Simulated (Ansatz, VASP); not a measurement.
# One calculation of AlN, two programs

```
Al N
1.0
     3.33405    0.00000    0.00000
    -1.66703    2.88737    0.00000
     0.00000    0.00000    4.21530
Al N
2 2
Direct
  0.66667 0.33333 0.25000
  0.33333 0.66667 0.75000
  0.66667 0.33333 0.75000
  0.33333 0.66667 0.25000
```

Change from the starting cell: volume scaled by 1.02.

Alike in both runs: task single point; functional LDA; k mesh 9 × 9 × 7; occupations fermi-dirac, width 0.05 eV; no spin polarisation.

|  | VASP | Ansatz |
| --- | --- | --- |
| version | VASP 6.6.1 | Ansatz 0.2.0 |
| potentials or method | VASP PAW LDA potentials, release 64 (Al, N), cutoff 520 eV | all-electron LAPW, scalar-relativistic |

VASP gave:

- gap on the k mesh at the Fermi level (eV): 3.14
- least direct gap on the mesh (eV): 3.14
- pressure (GPa): -11.9
- traceless stress, the component that is largest in VASP (GPa): 0.23

Which values does Ansatz return?

gap on the k mesh at the Fermi level (eV): 3.13; least direct gap on the mesh (eV): 3.13; pressure (GPa): -12.3; traceless stress, the component that is largest in VASP (GPa): 0.40.

LDA's correlation is that of Perdew and Zunger in VASP and of Perdew and Wang (1992) in Ansatz. Ansatz ran all-electron here, and VASP with PAW potentials.
